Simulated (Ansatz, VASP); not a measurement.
Al in VASP and in Ansatz

INCAR

```
PREC = Accurate ; ENCUT = 520
EDIFF = 1E-6 ; ISMEAR = 0
SIGMA = 0.15 ; LREAL = False
LASPH = True ; NELM = 60
ALGO = Fast ; ISIF = 2
LWAVE = False ; LCHARG = True
GGA = PS ; LELF = True
LVHAR = True ; NBANDS = 22
```

File KPOINTS:

```
regular mesh
0
Gamma
  10 10 10
```

File POSCAR:

```
Al
1.0
    3.2126361663      3.2126361663      3.2126361663
   -3.2126361663     -3.2126361663      3.2126361663
    3.2126361663     -3.2126361663     -3.2126361663
Al
8
Direct
   -0.0728373796      0.5364186898      0.4635813102
    0.0000000000      0.0000000000      0.5000000000
    0.0000000000      0.5000000000      0.0000000000
    0.0000000000      0.0000000000      0.0000000000
    0.5000000000      0.5000000000      0.5000000000
    0.5000000000      0.0000000000      0.5000000000
    0.5000000000      0.5000000000      0.0000000000
    0.5000000000      0.0000000000      0.0000000000
```

Input for Ansatz:

```yaml
crystal:
  lattice:
    - [3.2126361663, 3.2126361663, 3.2126361663]
    - [-3.2126361663, -3.2126361663, 3.2126361663]
    - [3.2126361663, -3.2126361663, -3.2126361663]
  atoms:
    - { symbol: Al, position: [-0.0728373796, 0.5364186898, 0.4635813102] }
    - { symbol: Al, position: [0.0, 0.0, 0.5] }
    - { symbol: Al, position: [0.0, 0.5, 0.0] }
    - { symbol: Al, position: [0.0, 0.0, 0.0] }
    - { symbol: Al, position: [0.5, 0.5, 0.5] }
    - { symbol: Al, position: [0.5, 0.0, 0.5] }
    - { symbol: Al, position: [0.5, 0.5, 0.0] }
    - { symbol: Al, position: [0.5, 0.0, 0.0] }
basis:
  ecutwfc: 420
kpoints:
  mp_grid: { grid: [10, 10, 10] }
hamiltonian:
  xc: pbesol
  pseudopotentials: { kind: paw, azcp: { folder: soft_1 } }
scf:
  occupations: { method: gaussian, width: 0.15 }
output:
  forces: true
  stress: true
  eigenvalues: true
```

Alike in both runs: task single point; functional PBEsol; k mesh 10 × 10 × 10; occupations gaussian, width 0.15 eV; no spin polarisation.

|  | VASP | Ansatz |
| --- | --- | --- |
| version | VASP 6.6.1 | Ansatz 0.2.0 |
| potentials or method | VASP PAW PBE potentials, release 64 (Al), cutoff 520 eV | scalar-relativistic, plane waves, PAW |
| valence electrons in the cell | 24 | 24 |

Ansatz gave:

- gap on the k mesh at the Fermi level (eV): none
- pressure (GPa): 2.5
- traceless stress, the component that is largest in VASP (GPa): 1.97
- rms of the force components (eV/Å): 0.818

**Question.** What did VASP give for the same quantities?

**Answer.** gap on the k mesh at the Fermi level (eV): none; pressure (GPa): 2.5; traceless stress, the component that is largest in VASP (GPa): 1.98; rms of the force components (eV/Å): 0.822.

VASP's potentials were made for PBE, not for PBEsol, and Ansatz warns of the same on its side. Atom by atom the forces differ by 0.004 eV/Å (rms over components). A gap of «none» marks a metal or a gap that the smearing closes. With one functional, cell and mesh, what is left measures potentials, basis and numerics.
